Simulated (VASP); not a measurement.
# Hf3Si2 (P4/mbm) in VASP: notebook, part 3 of 3

VASP 6.6.1.

## Step 5: Single point, PBEsol (15.98 Å³/atom)

This run uses another cell than the first one, of 15.98 Å³/atom.

Contents of INCAR:

```
PREC     = Accurate       # precision mode
ENCUT    = 520            # plane-wave cutoff, eV
EDIFF    = 1E-6           # SCF threshold, eV
ISMEAR   = 0              # smearing method
SIGMA    = 0.1            # smearing width, eV
LREAL    = False          # projectors in reciprocal space
LASPH    = True           # aspherical terms in the spheres
NELM     = 60             # most SCF steps
ALGO     = Fast           # electronic algorithm
ISIF     = 2              # what is computed and relaxed
LWAVE    = False          # write WAVECAR
LCHARG   = False          # write CHGCAR
GGA      = PS             # functional
NBANDS   = 49             # bands
```

Contents of KPOINTS:

```
regular mesh
0
Gamma
  6 6 10
```

Contents of POSCAR:

```
Hf3Si2
1.0
    6.7890992035      0.0000000000      0.0000000000
    0.0000000000      6.7890992035      0.0000000000
    0.0000000000      0.0000000000      3.4660669795
Hf Si
6 4
Direct
    0.6747943507      0.8252056493      0.5000000000
    0.8252056493      0.3252056493      0.5000000000
    0.3252056493      0.1747943507      0.5000000000
    0.1747943507      0.6747943507      0.5000000000
    0.5000000000      0.5000000000      0.0000000000
    0.0000000000      0.0000000000      0.0000000000
    0.6230469275      0.1230469275      0.0000000000
    0.8769530725      0.6230469275      0.0000000000
    0.1230469275      0.3769530725      0.0000000000
    0.3769530725      0.8769530725      0.0000000000
```

Run with:

```
> cat potpaw_PBE.64/Hf_pv/POTCAR potpaw_PBE.64/Si/POTCAR > POTCAR
> mpirun -np 1 vasp_std > vasp.out
```

It took 14 min on 1 thread of Oxide Virtual Turin-like, shared host; peak memory 0.44 GiB.

The run converged. Its results:

| Item | Value |
| --- | --- |
| Free energy | -93.9027 eV |
| Pressure | 17.4 GPa |
| Largest force | 0.018 eV/Å |
| Band gap on the k mesh | zero (bands 38 and 39 overlap by 1.53 eV) |

Forces in eV/Å, atoms in the order of the input:
```
Hf   0.004 -0.004  0.000
Hf  -0.004 -0.004  0.000
Hf  -0.004  0.004  0.000
Hf   0.004  0.004  0.000
Hf   0.000  0.000  0.000
Hf   0.000  0.000  0.000
Si  -0.013 -0.013  0.000
Si   0.013 -0.013  0.000
Si  -0.013  0.013  0.000
Si   0.013  0.013  0.000
```

Stress tensor (GPa, compression positive):
```
17.39  0.00  0.00
 0.00 17.39  0.00
 0.00  0.00 17.48
```

Levels at points of the mesh, in eV from the Fermi level:
| k point | band 34 | band 35 | band 36 | band 37 | band 38 | band 39 | band 40 | band 41 | band 42 | band 43 |
| --- | --- | --- | --- | --- | --- | --- | --- | --- | --- | --- |
| (0.00, 0.00, 0.00) | -0.74 | -0.74 | -0.56 | -0.31 | 0.17 | 1.14 | 1.50 | 1.82 | 1.82 | 2.24 |
| (0.50, 0.00, 0.00) | -1.41 | -0.07 | -0.07 | 0.70 | 0.70 | 0.93 | 0.93 | 1.71 | 1.71 | 2.11 |
| (0.50, 0.50, 0.00) | -1.14 | -0.14 | -0.14 | -0.05 | -0.05 | 0.29 | 0.29 | 1.40 | 1.40 | 2.43 |
| (0.00, 0.00, 0.50) | -1.44 | -0.61 | -0.19 | 0.11 | 0.11 | 0.17 | 0.56 | 0.86 | 0.88 | 0.88 |
| (0.50, 0.00, 0.50) | -1.64 | -1.06 | -1.06 | -0.59 | -0.59 | 0.12 | 0.12 | 2.15 | 2.15 | 3.08 |
| (0.50, 0.50, 0.50) | -1.46 | -1.12 | -1.12 | -0.79 | -0.79 | -0.77 | -0.77 | 2.25 | 2.25 | 4.26 |

Caveat: the cell stands under pressure; the PAW data sets were made with another functional, which shifts forces and pressure a little; spin-orbit coupling is left out, which moves the levels of the heavy elements.

## Step 6: Single point, PBEsol (16.50 Å³/atom)

This run uses another cell than the first one, of 16.50 Å³/atom.

Contents of INCAR:

```
SYSTEM = Hf3Si2
  PREC = Accurate
  ENCUT = 520
  EDIFF = 1E-7
  ISMEAR = 0
  SIGMA = 0.1
  LREAL = .False.
  LASPH = .True.
  NELM = 60
  ALGO = Fast
  ISIF = 2
  LWAVE = .False.
  LCHARG = .False.
  GGA = PS
  NBANDS = 49
```

Contents of KPOINTS:

```
Automatic mesh
0
Gamma
  6 6 10
  0 0 0
```

Contents of POSCAR:

```
Hf3Si2
1.0
    6.8526755760      0.0000000000      0.0000000000
    0.0000000000      6.8526755760      0.0000000000
    0.0000000000      0.0000000000      3.5142073143
Hf Si
6 4
Direct
    0.6744972299      0.8255027701      0.5000000000
    0.8255027701      0.3255027701      0.5000000000
    0.3255027701      0.1744972299      0.5000000000
    0.1744972299      0.6744972299      0.5000000000
    0.5000000000      0.5000000000      0.0000000000
    0.0000000000      0.0000000000      0.0000000000
    0.6233262913      0.1233262913      0.0000000000
    0.8766737087      0.6233262913      0.0000000000
    0.1233262913      0.3766737087      0.0000000000
    0.3766737087      0.8766737087      0.0000000000
```

Potentials or basis: VASP PAW PBE potentials, release 64 (Hf_pv, Si).

Run with:

```
> cat potpaw_PBE.64/Hf_pv/POTCAR potpaw_PBE.64/Si/POTCAR > POTCAR
> mpirun -np 1 vasp_std > vasp.out
```

Run time: 19 min. Hardware: 1 thread of Oxide Virtual Turin-like, shared host; peak memory 0.47 GiB.

Results (log left out):

- Free energy: -94.3630 eV
- Pressure: 10.7 GPa
- Largest force: 0.015 eV/Å
- Band gap on the k mesh: zero (bands 38 and 39 overlap by 1.48 eV)

Forces in eV/Å, atoms in the order of the input:
```
Hf   0.003 -0.003  0.000
Hf  -0.003 -0.003  0.000
Hf  -0.003  0.003  0.000
Hf   0.003  0.003  0.000
Hf   0.000  0.000  0.000
Hf   0.000  0.000  0.000
Si  -0.011 -0.011  0.000
Si   0.011 -0.011  0.000
Si  -0.011  0.011  0.000
Si   0.011  0.011  0.000
```

Levels at points of the mesh, in eV from the Fermi level:
```csv
k point,band 34,band 35,band 36,band 37,band 38,band 39,band 40,band 41,band 42,band 43
"(0.00, 0.00, 0.00)",-0.69,-0.69,-0.51,-0.29,0.10,1.11,1.43,1.74,1.74,2.11
"(0.50, 0.00, 0.00)",-1.39,-0.12,-0.12,0.67,0.67,0.93,0.93,1.65,1.65,2.03
"(0.50, 0.50, 0.00)",-1.08,-0.13,-0.13,-0.11,-0.11,0.28,0.28,1.37,1.37,2.34
"(0.00, 0.00, 0.50)",-1.40,-0.63,-0.16,0.12,0.12,0.18,0.60,0.73,0.88,0.88
"(0.50, 0.00, 0.50)",-1.60,-1.04,-1.04,-0.55,-0.55,0.05,0.05,2.10,2.10,2.99
"(0.50, 0.50, 0.50)",-1.43,-1.14,-1.14,-0.73,-0.73,-0.73,-0.73,2.20,2.20,4.10
```

Caveat: the cell stands under pressure; the PAW data sets were made with another functional, which shifts forces and pressure a little; spin-orbit coupling is left out, which moves the levels of the heavy elements.

## Step 7: The runs side by side

```csv
cell,further INCAR settings,gap on the mesh (eV),pressure (GPa),largest force (eV/Å)
"a = 7.046, b = 7.046, c = 3.463 Å, 10 atoms, atomic positions A",ALGO = Fast; EDIFF = 1e-07; NBANDS = 49,none,2.8,0.07
"a = 7.059, b = 7.059, c = 3.463 Å, 10 atoms, atomic positions B",ALGO = Fast; EDIFF = 1e-07; NBANDS = 49,none,2.2,-
"a = 7.087, b = 7.087, c = 3.705 Å, 10 atoms, atomic positions C",ALGO = Fast; EDIFF = 1e-07; NBANDS = 49,none,-7.9,-
"a = 6.789, b = 6.789, c = 3.466 Å, 10 atoms, atomic positions D",ALGO = Fast; EDIFF = 1e-06; NBANDS = 49,none,17.4,0.02
"a = 6.853, b = 6.853, c = 3.514 Å, 10 atoms, atomic positions E",ALGO = Fast; EDIFF = 1e-07; NBANDS = 49,none,10.7,0.02
```

Alike in all rows: task single point; level PBEsol; potentials or basis VASP PAW PBE potentials, release 64 (Hf_pv, Si); no spin polarisation; k mesh 6 × 6 × 10; cutoff (eV) 520; smearing gaussian 0.1 eV.

Caveats: the PAW data sets were made with another functional, which shifts forces and pressure a little; spin-orbit coupling is left out, which moves the levels of the heavy elements; the cell stands under pressure (at least some runs); the stress differs along the axes, from 1 to 7 GPa (at least some runs); the stress differs along the axes, from 0 to 7 GPa (at least some runs); the cell stands under tension (at least some runs).

Total energies depend on the potentials used, so only differences within one code and one set of settings carry meaning.
